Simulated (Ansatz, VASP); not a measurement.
# Two plane-wave programs on Li

```
Li
1.0
    -1.52965    2.64944    0.00000
     0.00000    0.00000    4.98768
     4.58896    2.64944    0.00000
Li
4
Direct
  0.50000 0.25000 0.16667
  0.00000 0.25000 0.66667
  0.00000 0.75000 0.33333
  0.50000 0.75000 0.83333
```

Alike in both runs: task single point; functional PBE; k mesh 8 × 4 × 4; occupations gaussian, width 0.2 eV; no spin polarisation.

|  | VASP | Ansatz |
| --- | --- | --- |
| version | VASP 6.6.1 | Ansatz 0.2.0 |
| potentials or method | VASP PAW PBE potentials, release 64 (Li_sv), cutoff 520 eV | scalar-relativistic, plane waves, PAW |
| valence electrons in the cell | 12 | 12 |

```csv
,VASP,Ansatz,Ansatz less VASP
gap on the k mesh at the Fermi level (eV),none,none,-
rms of the force components (eV/Å),0.005,0.005,+0.0003
```

Atom by atom the forces differ by 0.000 eV/Å (rms over components). A gap of «none» marks a metal or a gap that the smearing closes.

Noted on VASP's run: the cutoff is short for stress, so the pressure is rough.
